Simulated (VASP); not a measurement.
Input of a VASP 6.6.1 run:

INCAR

```
PREC = Accurate ; ENCUT = 520
EDIFF = 1E-7 ; ISMEAR = 0
SIGMA = 0.1 ; LREAL = F
LASPH = T ; NELM = 100
ALGO = Normal ; ISIF = 2
LWAVE = F ; LCHARG = F
GGA = PE ; NBANDS = 44
```

Contents of KPOINTS:

```
regular mesh
0
Gamma
  8 8 8
```

Contents of POSCAR:

```
CuO
1.0
    4.1434778813      0.0000000000      0.0000000000
    0.0000000000      4.1550054436      0.0000000000
    0.0000000000      0.0000000000      5.2542873508
Cu O
4 4
Direct
    0.2500000000      0.2500000000      0.5000000000
    0.2500000000      0.7500000000      0.0000000000
    0.7500000000      0.7500000000      0.5000000000
    0.7500000000      0.2500000000      0.0000000000
    0.5000000000      0.0000000000      0.7500000000
    0.5000000000      0.0000000000      0.2500000000
    0.0000000000      0.5000000000      0.7500000000
    0.0000000000      0.5000000000      0.2500000000
```

Potentials or basis: VASP PAW PBE potentials, release 64 (Cu, O).

Launch:

```bash
$ cat potpaw_PBE.64/Cu/POTCAR potpaw_PBE.64/O/POTCAR > POTCAR
$ mpirun -np 1 vasp_std > vasp.out
```

Problem. What does it give for the pressure?

Solution. -1.7 GPa.

Problem. Predict the band gap on the k mesh.

Solution. Zero (bands 34 and 35 overlap by 1.09 eV).

Stress tensor (GPa, compression positive):
```
-0.43  0.00  0.00
 0.00 -0.46  0.00
 0.00  0.00 -4.36
```

Caveat: the cell differs from its parent crystal (uniaxial strain along c: +2.0 %); semilocal functionals often make such compounds metallic where correlation or magnetic order opens a gap, which also shifts bond lengths.
